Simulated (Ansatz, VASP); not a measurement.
Two plane-wave programs on TiAu

```
CELL_PARAMETERS angstrom
3.18859 0.00000 0.00000
0.00000 3.18859 0.00000
0.00000 0.00000 3.18859
ATOMIC_POSITIONS crystal
Ti 0.50000 0.50000 0.50000
Au 0.00000 0.00000 0.00000
```

Alike in both runs: functional LDA; k mesh 6 × 6 × 6; occupations gaussian, width 0.1 eV; no spin polarisation.

Ansatz relaxed the structure, and its values are those at the end. VASP's run is a single point on that final structure, the one shown.

|  | VASP | Ansatz |
| --- | --- | --- |
| version | VASP 6.6.1 | Ansatz 0.2.0 |
| potentials or method | VASP PAW LDA potentials, release 64 (Ti_sv, Au), cutoff 500 eV | scalar-relativistic, plane waves, PAW |
| valence electrons in the cell | 23 | 31 |

```tsv
	VASP	Ansatz	Ansatz less VASP
gap on the k mesh at the Fermi level (eV)	none	none	-
pressure (GPa)	0.6	0.2	-0.37
```

LDA's correlation is that of Perdew and Zunger in VASP and of Perdew and Wang (1992) in Ansatz. A gap of «none» marks a metal or a gap that the smearing closes. VASP's potentials hold 23 valence electrons a cell and Ansatz's 31, so a difference there can come from the potentials and not from the codes.

Neither program's run includes spin-orbit coupling.
